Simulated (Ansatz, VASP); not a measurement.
# Two plane-wave programs on SrO

```xyz
2
Lattice="0.0000 2.5803 2.5803 2.5803 0.0000 2.5803 2.5803 2.5803 0.0000" Properties=species:S:1:pos:R:3 pbc="T T T"
Sr    2.5803    2.5803    2.5803
O     0.0000    0.0000    0.0000
```

Alike in both runs: functional r2SCAN; k mesh 8 × 8 × 8; occupations gaussian, width 0.02 eV; no spin polarisation.

Ansatz relaxed the structure, and its values are those at the end. VASP's run is a single point on that final structure, the one shown.

|  | VASP | Ansatz |
| --- | --- | --- |
| version | VASP 6.6.1 | Ansatz 0.2.0 |
| potentials or method | VASP PAW PBE potentials, release 64 (Sr_sv, O), cutoff 520 eV | scalar-relativistic, plane waves, PAW |
| valence electrons in the cell | 16 | 16 |

|  | VASP | Ansatz | Ansatz less VASP |
| --- | --- | --- | --- |
| gap on the k mesh at the Fermi level (eV) | 3.75 | 3.80 | +0.052 |
| least direct gap on the mesh (eV) | 3.84 | 3.88 | +0.040 |
| pressure (GPa) | 0.5 | 0.0 | -0.52 |

VASP's potentials were made for PBE, not for r2SCAN.
